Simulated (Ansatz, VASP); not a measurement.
# One calculation of Ru, two programs

```
Ru
1.0
     3.99624    0.00000    0.00000
    -1.99812    3.46085    0.00000
     0.00000    0.00000    5.48442
Ru
4
Cartesian
  1.9981 1.1536 0.2161
  0.0000 2.3072 2.9583
  1.9981 1.1536 2.5261
  0.0000 2.3072 5.2683
```

Alike in both runs: functional PBEsol; k mesh 12 × 12 × 8; occupations gaussian, width 0.1 eV; no spin polarisation.

Ansatz relaxed the structure, and its values are those at the end. VASP's run is a single point on that final structure, the one shown.

|  | VASP | Ansatz |
| --- | --- | --- |
| version | VASP 6.6.1 | Ansatz 0.2.0 |
| potentials or method | VASP PAW PBE potentials, release 64 (Ru_pv), cutoff 520 eV | scalar-relativistic, plane waves, PAW |
| valence electrons in the cell | 56 | 64 |

```tsv
	VASP	Ansatz	Ansatz less VASP
gap on the k mesh at the Fermi level (eV)	none	none	-
pressure (GPa)	0.3	0.0	-0.31
rms of the force components (eV/Å)	0.021	0.002	-0.0189
```

VASP's potentials were made for PBE, not for PBEsol. A gap of «none» marks a metal or a gap that the smearing closes. VASP's potentials hold 56 valence electrons a cell and Ansatz's 64, so a difference there can come from the potentials and not from the codes.
